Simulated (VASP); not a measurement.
# Li7S (R3m) in VASP: notebook, part 3 of 3

VASP 6.6.1. Earlier steps stand in the parts before.

### Step 4. Relaxation of cell and atoms, PBE

File INCAR:

```
PREC     = Accurate       # precision mode
ENCUT    = 600            # plane-wave cutoff, eV
EDIFF    = 1E-7           # SCF threshold, eV
ISMEAR   = 0              # smearing method
SIGMA    = 0.1            # smearing width, eV
LREAL    = F              # projectors in reciprocal space
LASPH    = T              # aspherical terms in the spheres
NELM     = 80             # most SCF steps
ALGO     = Normal         # electronic algorithm
ISIF     = 3              # what is computed and relaxed
LWAVE    = F              # write WAVECAR
LCHARG   = F              # write CHGCAR
GGA      = PE             # functional
IBRION   = 2              # ionic algorithm
NSW      = 90             # ionic steps
EDIFFG   = -0.04          # ionic threshold
```

File KPOINTS:

```
regular mesh
0
Gamma
  6 6 6
```

File POSCAR:

```
Li7S
1.0
    3.1633547400      1.8263637100      3.0765317700
   -3.1633547400      1.8263637100      3.0765317700
    0.0000000000     -3.6527274200      3.0765317700
Li S
7 1
Direct
    0.8586739600      0.3423978500      0.8586739600
    0.8586739600      0.8586739600      0.3423978500
    0.3423978500      0.8586739600      0.8586739600
    0.5373672700      0.1149099700      0.5373672700
    0.5373672700      0.5373672700      0.1149099700
    0.1149099700      0.5373672700      0.5373672700
    0.1048100200      0.1048100200      0.1048100200
    0.4487205500      0.4487205500      0.4487205500
```

Potentials or basis: VASP PAW PBE potentials, release 64 (Li_sv, S).

Run with:

```sh
$ cat potpaw_PBE.64/Li_sv/POTCAR potpaw_PBE.64/S/POTCAR > POTCAR
$ mpirun -np 1 vasp_std > vasp.out
```

OUTCAR:

```text
PREC = Accurate
   ENCUT = 600
   EDIFF = 1E-7
   ISMEAR = 0
   LREAL = F
   LASPH = T
   NELM = 80
   ISIF = 3
   GGA = PE
   IBRION = 2
   NSW = 90
   EDIFFG = -0.04

 ion  position               nearest neighbor table
   1  0.859  0.342  0.859-   7 1.93   6 2.05   5 2.05
   2  0.859  0.859  0.342-   7 1.93   6 2.05   4 2.05
   3  0.342  0.859  0.859-   7 1.93   4 2.05   5 2.05
   4  0.537  0.115  0.537-   8 1.62   3 2.05   2 2.05
   5  0.537  0.537  0.115-   8 1.62   3 2.05   1 2.05
   6  0.115  0.537  0.537-   8 1.62   1 2.05   2 2.05
   7  0.105  0.105  0.105-   2 1.93   1 1.93   3 1.93
   8  0.449  0.449  0.449-   5 1.62   4 1.62   6 1.62

  LATTYP: Found a trigonal (rhomboedric) cell.
 ALAT       =     4.7757162127
 COS(alpha) =     0.1224966861

  Lattice vectors:

 A1 = (   3.1633547400,   1.8263637100,   3.0765317700)
 A2 = (  -3.1633547400,   1.8263637100,   3.0765317700)
 A3 = (   0.0000000000,  -3.6527274200,   3.0765317700)

Analysis of symmetry for initial positions (statically):
=====================================================================
 Subroutine PRICEL returns:
 Original cell was already a primitive cell.

 Routine SETGRP: Setting up the symmetry group for a
 trigonal (rhombohedral) supercell.

 Subroutine GETGRP returns: Found  6 space group operations
 (whereof  6 operations were pure point group operations)
 out of a pool of 12 trial point group operations.

The static configuration has the point symmetry C_3v.
[... 293 lines left out ...]
  FREE ENERGIE OF THE ION-ELECTRON SYSTEM (eV)
  ---------------------------------------------------
  free  energy   TOTEN  =       -16.3240992994 eV

  energy  without entropy=      -16.3103557578  energy(sigma->0) =      -16.31722753

 E-fermi :   2.5880     XC(G=0):  -8.0895

 val. band max:        2.5835334873   @ k =  -0.1667   0.3333   0.1667
 cond. band min:       2.6003315024   @ k =  -0.1667   0.1667   0.0000
 fundamental gap:      0.0167980150
 Fermi energy:         2.5879923406

 k-point     1 :       0.0000    0.0000    0.0000
  band No.  band energies     occupation
      1     -44.5441      2.00000
      2     -44.5236      2.00000
      3     -44.5236      2.00000
      4     -44.1812      2.00000
      5     -44.1788      2.00000
      6     -44.1788      2.00000
[... 493 lines left out ...]
     17       5.2051      0.00000
     18       5.6327      0.00000

 [... further k-points ...]

[... ionic steps 4 to 24 ...]

--------------------------------------- Ionic step       25  -------------------------------------------

 number of electron      27.0000003 magnetization

------------------------ aborting loop because EDIFF is reached ----------------------------------------
[... 79 lines left out ...]
--------------------------------------- Ionic step       27  -------------------------------------------

 number of electron      26.9999984 magnetization

 Free energy of the ion-electron system (eV)
  ---------------------------------------------------
  ext. energy  EPLUGINS =         0.00000000
  ---------------------------------------------------
  free energy    TOTEN  =       -19.35531171 eV

  energy without entropy =      -19.33538360  energy(sigma->0) =      -19.34534766

 E-fermi :   1.7211     XC(G=0):  -7.4794

 val. band max:        1.6593485701   @ k =   0.3333   0.3333   0.3333
 cond. band min:       1.7360822384   @ k =   0.5000   0.5000   0.3333
 fundamental gap:      0.0767336683
 Fermi energy:         1.7210933183

 k-point     1 :       0.0000    0.0000    0.0000
  band No.  band energies     occupation
      1     -45.5099      2.00000
      2     -45.4986      2.00000
      3     -45.4986      2.00000
      4     -44.9684      2.00000
      5     -44.9552      2.00000
      6     -44.9552      2.00000
[... 530 lines left out ...]
  FREE ENERGIE OF THE ION-ELECTRON SYSTEM (eV)
  ---------------------------------------------------
  free  energy   TOTEN  =       -19.3553117094 eV

  energy  without entropy=      -19.3353836039  energy(sigma->0) =      -19.34534766

 reached required accuracy - stopping structural energy minimisation
```

OSZICAR:

```text
N       E                     dE             d eps       ncg     rms          rms(c)
DAV:   1     0.202323862996E+03    0.20232E+03   -0.13482E+04  1152   0.171E+03
DAV:   2     0.295262174894E+02   -0.17280E+03   -0.16792E+03  1374   0.418E+02
DAV:   3    -0.424501815264E+01   -0.33771E+02   -0.33425E+02  2168   0.954E+01
[... 339 lines left out ...]
DAV:   4    -0.193552856141E+02    0.19706E-03   -0.85845E-04  1438   0.196E-01    0.798E-02
DAV:   5    -0.193553059885E+02   -0.20374E-04   -0.27902E-04  1958   0.891E-02    0.232E-02
DAV:   6    -0.193553097310E+02   -0.37425E-05   -0.21820E-05  1696   0.297E-02    0.135E-02
DAV:   7    -0.193553113447E+02   -0.16138E-05   -0.17478E-06  1642   0.845E-03    0.334E-03
DAV:   8    -0.193553117408E+02   -0.39605E-06   -0.47348E-07  1220   0.382E-03    0.160E-03
DAV:   9    -0.193553117094E+02    0.31362E-07   -0.60818E-08   716   0.167E-03
  27 F= -.19355312E+02 E0= -.19345348E+02  d E =-.905689E-02
```

CONTCAR:

```text
Li7S
   1.00000000000000
     3.3976158497071691    1.9616144247183700    3.7500964397811472
    -3.3976158497071691    1.9616144247183700    3.7500964397811472
     0.0000000000000000   -3.9232288494367400    3.7500964397811472
  Li              S
     7     1
Direct
     0.8152582962801291    0.2212498977799779    0.8152582962802155
     0.8152582962802156    0.8152582962802156    0.2212498977798913
     0.2212498977799779    0.8152582962801291    0.8152582962802155
     0.5377711487958708    0.1195646422579585    0.5377711487971322
     0.5377711487971322    0.5377711487971322    0.1195646422566974
     0.1195646422579584    0.5377711487958708    0.5377711487971321
     0.1728290704971270    0.1728290704971270    0.1728290704971270
     0.5832183493115740    0.5832183493115740    0.5832183493115740

  0.00000000E+00  0.00000000E+00  0.00000000E+00
  0.00000000E+00  0.00000000E+00  0.00000000E+00
  0.00000000E+00  0.00000000E+00  0.00000000E+00
  0.00000000E+00  0.00000000E+00  0.00000000E+00
  0.00000000E+00  0.00000000E+00  0.00000000E+00
  0.00000000E+00  0.00000000E+00  0.00000000E+00
  0.00000000E+00  0.00000000E+00  0.00000000E+00
  0.00000000E+00  0.00000000E+00  0.00000000E+00
```

It took 14 min on 1 thread of Intel Xeon 6975P-C (Granite Rapids), shared host; peak memory 0.27 GiB.

What came out:

- Free energy: -19.3553 eV
- Relaxed volume: 18.75 Å³/atom
- Relaxed cell: a = 5.427 Å, b = 5.427 Å, c = 5.427 Å, α = 77.52°, β = 77.52°, γ = 77.52°
- Space group after relaxing (to 0.1 Å): R3m (No. 160)
- Energy gained by relaxing: 1548.1 meV/atom
- Ionic steps: 27
- Pressure after relaxing: -0.2 GPa
- Largest force after relaxing: 0.021 eV/Å
- Band gap on the k mesh: zero (an odd number of electrons rules out a gap without spin polarisation)

Forces on the atoms (eV/Å):
```
Li   0.010 -0.005 -0.005
Li   0.000  0.011 -0.005
Li  -0.010 -0.005 -0.005
Li   0.005 -0.003  0.014
Li   0.000  0.006  0.014
Li  -0.005 -0.003  0.014
Li   0.000  0.000 -0.021
S    0.000  0.000 -0.006
```

Stress tensor (GPa, compression positive):
```
-0.25  0.00  0.00
 0.00 -0.25  0.00
 0.00  0.00 -0.16
```

The path:
```tsv
step	energy change (eV)	largest force (eV/Å)	pressure (GPa)	volume (Å³)
1	0.0000	10.7982	34.79	106.65
2	-9.3510	1.5179	-0.86	156.19
3	-9.3539	1.5062	-0.97	156.86
4	-9.9226	1.2530	-1.26	154.80
5	-10.4383	0.8656	-1.61	149.31
6	-10.8260	0.7891	-0.35	142.33
7	-11.2174	0.5081	4.70	122.53
8	-11.2562	0.4847	3.11	127.68
9	-11.5265	0.2598	1.31	135.44
10	-11.5559	0.4957	0.61	139.49
11	-11.6385	0.2831	-0.01	143.36
12	-11.7238	0.3063	-1.06	151.27
13	-11.7860	0.3196	-0.80	150.84
14	-11.9396	0.5043	0.00	149.28
15	-12.0131	1.0040	1.93	145.03
16	-12.0338	0.8721	1.28	146.50
17	-12.1022	0.8148	1.10	148.51
18	-12.1741	0.6839	0.68	152.24
19	-12.1761	0.6522	0.56	153.12
20	-12.2276	0.5462	0.06	154.99
21	-12.2850	0.3033	-1.02	159.65
22	-12.3284	0.1980	-0.58	155.73
23	-12.3619	0.0821	0.45	147.94
24	-12.3740	0.0855	0.20	148.39
25	-12.3760	0.1153	0.06	148.67
26	-12.3813	0.0781	-0.05	149.15
27	-12.3851	0.0214	-0.22	149.96
```

Final structure:
```yaml
crystal:
  lattice:
    - [3.39762, 1.96161, 3.75010]
    - [-3.39762, 1.96161, 3.75010]
    - [0.00000, -3.92323, 3.75010]
  atoms:
    - { symbol: Li, position: [0.81526, 0.22125, 0.81526] }
    - { symbol: Li, position: [0.81526, 0.81526, 0.22125] }
    - { symbol: Li, position: [0.22125, 0.81526, 0.81526] }
    - { symbol: Li, position: [0.53777, 0.11956, 0.53777] }
    - { symbol: Li, position: [0.53777, 0.53777, 0.11956] }
    - { symbol: Li, position: [0.11956, 0.53777, 0.53777] }
    - { symbol: Li, position: [0.17283, 0.17283, 0.17283] }
    - { symbol: S, position: [0.58322, 0.58322, 0.58322] }
```

Caveat: the cutoff is under 1.25 times the usual one of these potentials, so pressure, stress and relaxed cells hold a basis-set (Pulay) error; the volume moved by over 15 % at a fixed basis, so the end points are rough.

### Step 5. Single point, PBE

This run uses another cell than the first one, of 21.09 Å³/atom.

File INCAR:

```
SYSTEM = Li7S
PREC = Accurate
ENCUT = 520
EDIFF = 1E-6
ISMEAR = 0
SIGMA = 0.1
LREAL = .FALSE.
LASPH = .TRUE.
NELM = 60
ALGO = Normal
ISIF = 2
LWAVE = .FALSE.
LCHARG = .FALSE.
GGA = PE
NBANDS = 24
```

File KPOINTS:

```
regular mesh
0
G
  12 12 12
  0 0 0
```

File POSCAR:

```
Li7S
1.0
    2.9812104502      1.7212026559      5.4805325496
   -2.9812104502      1.7212026559      5.4805325496
    0.0000000000     -3.4424053119      5.4805325496
Li S
7 1
Direct
    0.2221335685      0.7257916204      0.2221335685
    0.7257916204      0.2221335685      0.2221335685
    0.2221335685      0.2221335685      0.7257916204
    0.4146364796      0.9061757568      0.4146364796
    0.9061757568      0.4146364796      0.4146364796
    0.4146364796      0.4146364796      0.9061757568
    0.8078370726      0.8078370726      0.8078370726
    0.4837346040      0.4837346040      0.4837346040
```

Run with:

```sh
$ cat potpaw_PBE.64/Li_sv/POTCAR potpaw_PBE.64/S/POTCAR > POTCAR
$ mpirun -np 1 vasp_std > vasp.out
```

It took 8.8 min on 1 thread of Intel Xeon 6975P-C (Granite Rapids), shared host; peak memory 0.71 GiB.

The run converged. Its results:

| Item | Value |
| --- | --- |
| Free energy | -20.1972 eV |
| Largest force | 0.010 eV/Å |
| Band gap on the k mesh | zero (an odd number of electrons rules out a gap without spin polarisation) |

Forces on the atoms (eV/Å):
```
Li  -0.002  0.001 -0.001
Li   0.002  0.001 -0.001
Li   0.000 -0.002 -0.001
Li  -0.002  0.001  0.003
Li   0.002  0.001  0.003
Li   0.000 -0.003  0.003
Li   0.000  0.000  0.001
S    0.000  0.000 -0.010
```

Levels at points of the mesh, in eV from the Fermi level:
```csv
k point,band 11,band 12,band 13,band 14,band 15,band 16
"(0.00, 0.00, 0.00)",-3.68,-2.57,0.08,1.09,1.09,1.21
"(0.50, 0.00, 0.00)",-3.78,-1.31,-0.94,0.36,0.90,1.34
"(0.50, 0.50, 0.00)",-3.79,-1.20,-0.72,-0.43,1.12,1.14
"(0.50, 0.50, 0.50)",-3.69,-1.54,-1.37,0.74,0.74,1.54
```

Caveat: the cutoff is under 1.25 times the usual one of these potentials, so pressure, stress and relaxed cells hold a basis-set (Pulay) error.

### Step 6. Summary

```tsv
task	cell	k mesh	cutoff (eV)	gap on the mesh (eV)	largest force (eV/Å)
single point	a = 4.776 Å, angles 83.0°, 8 atoms, atomic positions A	6 × 6 × 6	520	none	10.82
single point	a = 6.445 Å, angles 55.2°, 8 atoms, atomic positions B	6 × 6 × 6	520	none	0.02
relaxation of cell and atoms	relaxed from a = 4.776 Å, angles 83.0°, 8 atoms, atomic positions A	6 × 6 × 6	600	none	0.02
single point	a = 6.472 Å, angles 54.9°, 8 atoms, atomic positions C	12 × 12 × 12	520	none	0.01
```

Alike in all rows: level PBE; potentials or basis VASP PAW PBE potentials, release 64 (Li_sv, S); no spin polarisation; smearing gaussian 0.1 eV.

Caveats: the cutoff is under 1.25 times the usual one of these potentials, so pressure, stress and relaxed cells hold a basis-set (Pulay) error; atoms lie so close that the PAW spheres overlap strongly, which falsifies energies and pressures (at least some runs); forces of over 1 eV/Å act on the atoms, so gaps and moduli don't describe the material at rest (at least some runs); the volume moved by over 15 % at a fixed basis, so the end points are rough (at least some runs).

Total energies depend on the potentials used, so only differences within one code and one set of settings carry meaning.

The gap in the log of VASP goes by the Fermi energy; the results here count the filled bands.